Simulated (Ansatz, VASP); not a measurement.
# One calculation of ZnS, two programs

File INCAR:

```
SYSTEM = ZnS
PREC = Accurate
ENCUT = 500
EDIFF = 1E-6
ISMEAR = 0
SIGMA = 0.01
LREAL = .False.
LASPH = .True.
NELM = 200
ALGO = Normal
ISIF = 2
LWAVE = .False.
LCHARG = .False.
LDAU = .True.
LDAUTYPE = 2
LDAUL = 2 -1
LDAUU = 8 0
LDAUJ = 0 0
LDAUPRINT = 1
GGA = CA
NBANDS = 36
GGA_COMPAT = .False.
```

Contents of KPOINTS:

```
regular mesh
0
Gamma
  6 6 6
  0 0 0
```

Contents of POSCAR:

```
ZnS
1.0
    1.9030710000      1.0987385541      9.3519480000
   -1.9030710000      1.0987385541      9.3519480000
    0.0000000000     -2.1974771083      9.3519480000
Zn S
3 3
Direct
    0.9999706667      0.9999706667      0.9999706667
    0.2222690000      0.2222690000      0.2222690000
    0.4446133333      0.4446133333      0.4446133333
    0.0832670000      0.0832670000      0.0832670000
    0.5278423333      0.5278423333      0.5278423333
    0.3053630000      0.3053630000      0.3053630000
```

Input for Ansatz:

```yaml
crystal:
  lattice:
    a: 3.806142
    b: 3.806142
    c: 28.055844
    alpha: 90.0
    beta: 90.0
    gamma: 120.0
  space_group: 160
  atoms:
    - { symbol: Zn, position: [0.6666666666666666, 0.3333333333333333, 0.333304] }
    - { symbol: Zn, position: [0.0, 0.0, 0.222269] }
    - { symbol: Zn, position: [0.3333333333333333, 0.6666666666666666, 0.11128] }
    - { symbol: S, position: [0.0, 0.0, 0.083267] }
    - { symbol: S, position: [0.3333333333333333, 0.6666666666666666, 0.194509] }
    - { symbol: S, position: [0.0, 0.0, 0.305363] }
  reduce_to_primitive: true
basis:
  ecutwfc: 450.0
kpoints:
  mp_grid:
    grid: [6, 6, 6]
    shift: [0.0, 0.0, 0.0]
hamiltonian:
  xc: lda
  hubbard:
    - { species: Zn, l: d, u_eff: 8.0 }
scf:
  occupations:
    method: fixed
output:
  eigenvalues: true
```

Alike in both runs: task single point; functional LDA; k mesh 6 × 6 × 6; no spin polarisation; Hubbard terms Zn d U = 8.0 eV.

|  | VASP | Ansatz |
| --- | --- | --- |
| version | VASP 6.6.1 | Ansatz 0.2.0 |
| potentials or method | VASP PAW LDA potentials, release 64 (Zn, S), cutoff 500 eV | plane waves, PAW |
| occupations | gaussian, width 0.01 eV | fixed |
| valence electrons in the cell | 54 | 54 |

Ansatz gave:

| Property | Result |
| --- | --- |
| gap on the k mesh at the Fermi level (eV) | 2.17 |

Task: What did VASP give for the same quantities?

Result: gap on the k mesh at the Fermi level (eV): 2.46.

LDA's correlation is that of Perdew and Zunger in VASP and of Perdew and Wang (1992) in Ansatz. The programs project onto different local orbitals, so the same U acts differently, and such runs can settle in different states.
